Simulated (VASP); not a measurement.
# Se (R-3m) in VASP: relaxation of cell and atoms with PBE

Aim: the relaxation of cell and atoms of Se with PBE.

Program: VASP 6.6.1. These are calculated values, not measurements. Logs are shortened: lines on timing, memory, paths and dates and some standing lists are left out, and cuts for length are marked.

## Step 1: The cell of the first run

The structure is trigonal, space group R-3m (No. 166). Conventional cell: a = 3.853 Å, b = 3.853 Å, c = 10.210 Å, α = 90.00°, β = 90.00°, γ = 120.00°. Se (site symmetry 3m) has 6 Se at 2.59 to 3.04 Å within 3.4 Å.

## Step 2: Relaxation of cell and atoms, PBE, target pressure 1.6 GPa, at which the enthalpy is minimised

The input, INCAR:

```
ALGO = Normal ; EDIFF = 1E-6
EDIFFG = -0.005 ; ENCUT = 600
GGA = PE ; IBRION = 2
ISIF = 3 ; ISMEAR = -1
LASPH = T ; LCHARG = F
LREAL = F ; LWAVE = F
NELM = 80 ; NSW = 60
PREC = Accurate ; PSTRESS = 16.0
SIGMA = 0.1
```

The input, KPOINTS:

```
k-points
0
Gamma
  12 12 12
```

The input, POSCAR:

```
Se
1.0
    1.9264023982     -1.1122089432      3.4033109036
    0.0000000000      2.2244178864      3.4033109036
   -1.9264023982     -1.1122089432      3.4033109036
Se
2
Direct
    0.2320000000      0.2320000000      0.2320000000
   -0.2320000000     -0.2320000000     -0.2320000000
```

Potentials or basis: VASP PAW PBE potentials, release 64 (Se).

The run is started by

```console
$ cat potpaw_PBE.64/Se/POTCAR > POTCAR
$ mpirun -np 1 vasp_std > vasp.out
```

OUTCAR:

```text
EDIFF = 1E-6
   EDIFFG = -0.005
   ENCUT = 600
   GGA = PE
   IBRION = 2
   ISIF = 3
   ISMEAR = -1
   LASPH = T
   LREAL = F
   NELM = 80
   NSW = 60
   PREC = Accurate
   PSTRESS = 16.0

 ion  position               nearest neighbor table
   1  0.232  0.232  0.232-   2 2.59   2 2.59   2 2.59
   2  0.768  0.768  0.768-   1 2.59   1 2.59   1 2.59

  LATTYP: Found a trigonal (rhomboedric) cell.
 ALAT       =     4.0657791430
 COS(alpha) =     0.5510102270

  Lattice vectors:

 A1 = (   1.9264023982,  -1.1122089432,   3.4033109036)
 A2 = (   0.0000000000,   2.2244178864,   3.4033109036)
 A3 = (  -1.9264023982,  -1.1122089432,   3.4033109036)

Analysis of symmetry for initial positions (statically):
=====================================================================
 Subroutine PRICEL returns:
 Original cell was already a primitive cell.

 Routine SETGRP: Setting up the symmetry group for a
 trigonal (rhombohedral) supercell.

 Subroutine GETGRP returns: Found 12 space group operations
 (whereof 12 operations were pure point group operations)
 out of a pool of 12 trial point group operations.

The static configuration has the point symmetry D_3d.

Analysis of symmetry for dynamics (positions and initial velocities):
=====================================================================
 Subroutine PRICEL returns:
 Original cell was already a primitive cell.

 Routine SETGRP: Setting up the symmetry group for a
 trigonal (rhombohedral) supercell.

 Subroutine GETGRP returns: Found 12 space group operations
 (whereof 12 operations were pure point group operations)
 out of a pool of 12 trial point group operations.

The dynamic configuration has the point symmetry D_3d.

 Subroutine INISYM returns: Found 12 space group operations
 (whereof 12 operations are pure point group operations),
 and found     1 'primitive' translations

----------------------------------------------------------------------------------------

                                     Primitive cell

  volume of cell :      43.7508

  direct lattice vectors                    reciprocal lattice vectors
     1.926402398 -1.112208943  3.403310904     0.259551172 -0.149851939  0.097943838
     0.000000000  2.224417886  3.403310904     0.000000000  0.299703878  0.097943838
    -1.926402398 -1.112208943  3.403310904    -0.259551172 -0.149851939  0.097943838

  length of vectors
     4.065779143  4.065779143  4.065779143     0.315302093  0.315302093  0.315302093

  position of ions in fractional coordinates (direct lattice)
     0.232000000  0.232000000  0.232000000
     0.768000000  0.768000000  0.768000000

  ion indices of the primitive-cell ions
   primitive index   ion index
                 1           1
                 2           2

----------------------------------------------------------------------------------------

 KPOINTS: k-points

Automatic generation of k-mesh.
 Grid dimensions read from file:
 generate k-points for:   12   12   12

 Generating k-lattice:

  Cartesian coordinates                     Fractional coordinates (reciprocal lattice)
     0.021629264 -0.012487662  0.008161987     0.083333333  0.000000000  0.000000000
     0.000000000  0.024975323  0.008161987     0.000000000  0.083333333  0.000000000
    -0.021629264 -0.012487662  0.008161987     0.000000000  0.000000000  0.083333333

  Length of vectors
     0.026275174  0.026275174  0.026275174

  Shift w.r.t. Gamma in fractional coordinates (k-lattice)
     0.000000000  0.000000000  0.000000000

 Subroutine IBZKPT returns following result:
 ===========================================

 Found    189 irreducible k-points:

 Following reciprocal coordinates:
            Coordinates               Weight
  0.000000  0.000000  0.000000      1.000000
  0.083333  0.000000  0.000000      6.000000
  0.166667 -0.000000  0.000000      6.000000
  0.250000  0.000000 -0.000000      6.000000
  0.333333 -0.000000  0.000000      6.000000
  0.416667 -0.000000  0.000000      6.000000
[... 16 lines left out ...]
  0.500000  0.166667 -0.000000     12.000000
 -0.416667  0.166667  0.000000     12.000000
 [... further k-points ...]
   k-points           NKPTS =    189   k-points in BZ     NKDIM =    189   number of bands    NBANDS=     10
   number of dos      NEDOS =    301   number of ions     NIONS =      2
   total plane-waves  NPLWV =  32768
   dimension x,y,z NGX =    32 NGY =   32 NGZ =   32
   dimension x,y,z NGXF=    64 NGYF=   64 NGZF=   64
   ions per type =               2
   NGX,Y,Z   is equivalent  to a cutoff of  13.08, 13.08, 13.08 a.u.
   NGXF,Y,Z  is equivalent  to a cutoff of  26.17, 26.17, 26.17 a.u.
 SYSTEM =  unknown system
   PREC   = accura    normal or accurate (medium, high low for compatibility)
   ISTART =      0    job   : 0-new  1-cont  2-samecut
   ICHARG =      2    charge: 1-file 2-atom 10-const
   ISPIN  =      1    spin polarized calculation?
   LNONCOLLINEAR =      F non collinear calculations
   LSORBIT =      F    spin-orbit coupling
   LASPH  =      T    aspherical Exc in radial PAW
   ENCUT  =  600.0 eV  44.10 Ry    6.64 a.u.   8.12  8.12  8.12*2*pi/ulx,y,z
   NELM   =     80;   NELMIN=  2; NELMDL= -5     # of ELM steps
   EDIFF  = 0.1E-05   stopping-criterion for ELM
   LREAL  =      F    real-space projection
   EDIFFG = -.5E-02   stopping-criterion for IOM
   NSW    =     60    number of steps for IOM
   IBRION =      2    ionic relax: 0-MD 1-quasi-New 2-CG
   NFREE  =      1    steps in history (QN), initial steepest desc. (CG)
   ISIF   =      3    stress and relaxation
   ISYM   =      2    0-nonsym 1-usesym 2-fastsym
   POTIM  = 0.5000    time-step for ionic-motion
   TEBEG  =    0.0;   TEEND  =   0.0 temperature during run
   PSTRESS=   16.0 pullay stress
   NELECT =      12.0000    total number of electrons
   NUPDOWN=      -1.0000    fix difference up-down
   EMIN   =  10.00;   EMAX   =-10.00  energy-range for DOS
   EFERMI =   0.00;   METHOD = LEGACY
   ISMEAR =    -1;   SIGMA  =   0.10  broadening in eV -4-tet -1-fermi 0-gaus
   EFERMI_NEDOS =   21; number of points for ismear=-14 and -15
   IALGO  =     38    algorithm
   IMIX   =      4    mixing-type and parameters
     AMIX     =   0.40;   BMIX     =  1.00
     AMIX_MAG =   1.60;   BMIX_MAG =  1.00
  volume/ion in A,a.u.               =      21.88       147.62
  Fermi-wavevector in a.u.,A,eV,Ry     =   1.063669  2.010043 15.393518  1.131392
  Thomas-Fermi vector in A             =   2.199162
   LORBIT       =      0    0 simple, 1 ext, 2 COOP (PROOUT), +10 PAW based schemes
   GGA     = PE    functional components
   LHFCALC =     F    Hartree Fock is set to
   AEXX    =    0.0000 exact exchange contribution
   IVDW    =     0    specifies the selected vdW correction
   LEPSILON=     F    determine dielectric tensor
   LRPA    =     F    only Hartree local field effects (RPA)
 conjugate gradient relaxation of ions
 non-spin polarized calculation
  energy-cutoff  :      600.00
  volume of cell :       43.75
 maximum number of plane-waves:      1487
   NGX = 17   NGY = 17   NGZ = 17

--------------------------------------- Ionic step        1  -------------------------------------------

 number of electron      12.0000001 magnetization

 Free energy of the ion-electron system (eV)
  ---------------------------------------------------
  ext. energy  EPLUGINS =         0.00000000
  ---------------------------------------------------
  free energy    TOTEN  =        -6.20212571 eV

  energy without entropy =       -6.15755077  energy(sigma->0) =       -6.17983824

 E-fermi :   5.3093     XC(G=0): -10.0432

 val. band max:        5.3037030861   @ k =  -0.2500   0.1667   0.1667
 cond. band min:       5.3261062709   @ k =   0.1667   0.0833   0.0833
 fundamental gap:      0.0224031848
 Fermi energy:         5.3093342597

 k-point     1 :       0.0000    0.0000    0.0000
  band No.  band energies     occupation
      1     -11.4851      2.00000
      2      -4.5038      2.00000
      3       1.4856      2.00000
      4       1.5859      2.00000
      5       1.5859      2.00000
      6       5.7402      0.02655
      7       6.3218      0.00008
      8       6.3218      0.00008
      9      11.4036      0.00000
     10      11.4093      0.00000
[... 287 lines left out ...]
 k-point    24 :      -0.4167    0.1667    0.0000
  band No.  band energies     occupation
      1      -9.0091      2.00000
      2      -8.2115      2.00000
      3      -0.2865      2.00000
      4       1.0994      2.00000
      5       1.7440      2.00000
      6       4.6701      1.99666
      7       4.7327      1.99376
      8       6.5843      0.00001
      9      12.6337      0.00000
     10      13.3071      0.00000

 [... further k-points ...]
[... 5 lines left out ...]
  --------------------------------------------------------------------------------------
  -------------------------------------------------------------------------------------
  Total        2.8243030      2.8243030      0.9896417     -0.0000000      0.0000000     -0.0000000
  in kB      103.4273978    103.4273978     36.2411767     -0.0000000      0.0000000     -0.0000000
  external PRESSURE =      65.0319908 kB  Pullay stress =      16.0000000 kB
[... 97 lines left out ...]
  energy  without entropy=       -6.5034356525  energy(sigma->0) =       -6.52433931

  enthalpy is  TOTEN    =        -6.0585925347 eV   P V=        0.4866504233

[... ionic steps 4 to 20 ...]

--------------------------------------- Ionic step       21  -------------------------------------------

 number of electron      11.9999999 magnetization

------------------------ aborting loop because EDIFF is reached ----------------------------------------
[... 71 lines left out ...]
--------------------------------------- Ionic step       23  -------------------------------------------

 number of electron      11.9999999 magnetization

 Free energy of the ion-electron system (eV)
  ---------------------------------------------------
  ext. energy  EPLUGINS =         0.00000000
  ---------------------------------------------------
  free energy    TOTEN  =        -6.66923999 eV

  energy without entropy =       -6.63487969  energy(sigma->0) =       -6.65205984

 E-fermi :   4.9038     XC(G=0):  -9.9950

 val. band max:        4.8878440604   @ k =  -0.4167   0.4167   0.1667
 cond. band min:       4.9250402666   @ k =   0.5000   0.1667  -0.0000
 fundamental gap:      0.0371962062
 Fermi energy:         4.9037512009

 k-point     1 :       0.0000    0.0000    0.0000
  band No.  band energies     occupation
      1     -11.2869      2.00000
      2      -4.8806      2.00000
      3       1.5061      2.00000
      4       1.5211      2.00000
      5       1.5211      2.00000
      6       6.3171      0.00000
      7       6.3171      0.00000
      8       6.3245      0.00000
      9      10.6841      0.00000
     10      10.7042      0.00000
[... 287 lines left out ...]
 k-point    24 :      -0.4167    0.1667    0.0000
  band No.  band energies     occupation
      1      -8.8215      2.00000
      2      -8.4070      2.00000
      3      -0.0476      2.00000
      4       1.5120      2.00000
      5       1.6180      2.00000
      6       4.0960      1.99938
      7       4.3667      1.99074
      8       6.1717      0.00001
      9      12.7408      0.00000
     10      13.0485      0.00000

 [... further k-points ...]
[... 5 lines left out ...]
  --------------------------------------------------------------------------------------
  -------------------------------------------------------------------------------------
  Total        0.4507434      0.4507434      0.4440449     -0.0000000      0.0000000      0.0000000
  in kB       16.2516859     16.2516859     16.0101714     -0.0000000      0.0000000      0.0000000
  external PRESSURE =       0.1711811 kB  Pullay stress =      16.0000000 kB
[... 21 lines left out ...]
  energy  without entropy=       -6.6348796899  energy(sigma->0) =       -6.65205984

  enthalpy is  TOTEN    =        -6.2254771554 eV   P V=        0.4437628349

 reached required accuracy - stopping structural energy minimisation
```

Run time: 12 min. Hardware: 1 thread of Intel Xeon 8259CL, shared host; peak memory 0.27 GiB.

What came out:

- Free energy: -6.6692 eV
- Relaxed volume: 22.22 Å³/atom
- Relaxed cell: a = 3.978 Å, b = 3.978 Å, c = 3.978 Å, α = 59.94°, β = 59.94°, γ = 59.94°
- Space group after relaxing (to 0.1 Å): Pm-3m (No. 221)
- Energy change on relaxing (the run minimises the enthalpy): -233.6 meV/atom
- Ionic steps: 23
- Pressure after relaxing: 1.6 GPa
- Band gap on the k mesh: zero (bands 6 and 7 overlap by 4.80 eV)

Forces in eV/Å, atoms in the order of the input:
```
Se   0.000  0.000 -0.002
Se   0.000  0.000  0.002
```

Step by step:
```tsv
step	energy change (eV)	largest force (eV/Å)	pressure (GPa)	volume (Å³)
1	0.0000	2.1779	8.10	43.75
2	-0.3461	0.6243	-4.35	49.59
3	-0.3431	0.7953	-3.19	48.73
4	-0.4639	0.2956	-0.24	45.63
5	-0.4672	0.0147	1.60	44.45
6	-0.4680	0.0093	1.46	44.53
7	-0.4673	0.0245	1.56	44.47
8	-0.4677	0.0158	1.50	44.50
9	-0.4670	0.0057	1.62	44.43
10	-0.4670	0.0051	1.62	44.43
11	-0.4669	0.0039	1.62	44.42
12	-0.4670	0.0006	1.66	44.43
13	-0.4673	0.0094	1.58	44.46
14	-0.4672	0.0062	1.57	44.45
15	-0.4671	0.0028	1.58	44.44
16	-0.4670	0.0029	1.63	44.43
17	-0.4670	0.0030	1.63	44.42
18	-0.4669	0.0030	1.63	44.42
19	-0.4667	0.0032	1.68	44.40
20	-0.4669	0.0031	1.66	44.41
21	-0.4669	0.0031	1.66	44.41
22	-0.4669	0.0031	1.66	44.41
23	-0.4671	0.0022	1.62	44.44
```

Final structure:
```cif
data_structure
_symmetry_space_group_name_H-M 'P 1'
_symmetry_Int_Tables_number 1
_cell_length_a 3.9776
_cell_length_b 3.9776
_cell_length_c 3.9776
_cell_angle_alpha 59.938
_cell_angle_beta 59.938
_cell_angle_gamma 59.938
_cell_volume 44.44
loop_
_atom_site_label
_atom_site_type_symbol
_atom_site_fract_x
_atom_site_fract_y
_atom_site_fract_z
_atom_site_occupancy
Se1 Se 0.25002 0.25002 0.25002 1
Se2 Se 0.74998 0.74998 0.74998 1
```

Caveat: the cell is relaxed towards a set pressure, so the run minimises the enthalpy, not the energy.

The gap in the log of VASP goes by the Fermi energy; the results here count the filled bands.